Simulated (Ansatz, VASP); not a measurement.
# Mg3NbO2 in VASP and in Ansatz

```xyz
6
Lattice="6.5590 0.0000 0.0000 -3.2795 5.6803 0.0000 0.0000 0.0000 3.1854" Properties=species:S:1:pos:R:3 pbc="T T T"
Mg    3.2795    0.0000    1.5927
Mg   -1.6398    2.8401    1.5927
Mg    1.6398    2.8401    1.5927
Nb    0.0000    0.0000    1.5927
O     0.0000    3.7868    1.5927
O     3.2795    1.8934    1.5927
```

Alike in both runs: functional PBE; k mesh 6 × 6 × 4; occupations gaussian, width 0.1 eV; collinear spin.

Ansatz relaxed the structure, and its values are those at the end. VASP's run is a single point on that final structure, the one shown.

|  | VASP | Ansatz |
| --- | --- | --- |
| version | VASP 6.6.1 | Ansatz 0.2.0 |
| potentials or method | VASP PAW PBE potentials, release 64 (Mg, Nb_sv, O), cutoff 520 eV | scalar-relativistic, plane waves, PAW |
| valence electrons in the cell | 31 | 55 |

Ansatz gave:

| Quantity | Value |
| --- | --- |
| gap on the k mesh at the Fermi level (eV) | none |
| pressure (GPa) | 0.0 |
| net moment per atom (μB) | 0.67 |
| size of the moment on the site where the two differ most (μB) | 2.49 |

Problem. Estimate VASP's values.

Solution. gap on the k mesh at the Fermi level (eV): none; pressure (GPa): -0.1; net moment per atom (μB): 0.67; size of the moment on the site where the two differ most (μB): 2.18.

Site moments also hang on the region over which each program counts them. A gap of «none» marks a metal or a gap that the smearing closes. VASP's potentials hold 31 valence electrons a cell and Ansatz's 55, so a difference there can come from the potentials and not from the codes. Ansatz's warnings: no starting moments.

The k mesh is coarse, so the values compare programs but aren't converged.
